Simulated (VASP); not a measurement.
Here is a VASP 6.6.1 calculation.

File INCAR:

```
PREC = Accurate
ENCUT = 520
EDIFF = 1E-7
ISMEAR = 0
SIGMA = 0.1
LREAL = False
LASPH = True
NELM = 60
ALGO = Normal
ISIF = 2
LWAVE = False
LCHARG = False
GGA = PE
NBANDS = 16
```

Contents of KPOINTS:

```
regular mesh
0
Gamma
  6 6 6
```

Contents of POSCAR:

```
GaN
1.0
    0.0000000000      2.2535006075      2.2535006075
    2.2535006075      0.0000000000      2.2535006075
    2.2535006075      2.2535006075      0.0000000000
Ga N
1 1
Direct
    0.0000000000      0.0000000000      0.0000000000
    0.7500000000      0.7500000000      0.7500000000
```

Potentials or basis: VASP PAW PBE potentials, release 64 (Ga_d, N).

Launch:

```bash
$ cat potpaw_PBE.64/Ga_d/POTCAR potpaw_PBE.64/N/POTCAR > POTCAR
$ mpirun -np 1 vasp_std > vasp.out
```

Predict the pressure.

5.0 GPa.

Estimate the band gap on the k mesh.

1.72 eV, direct.
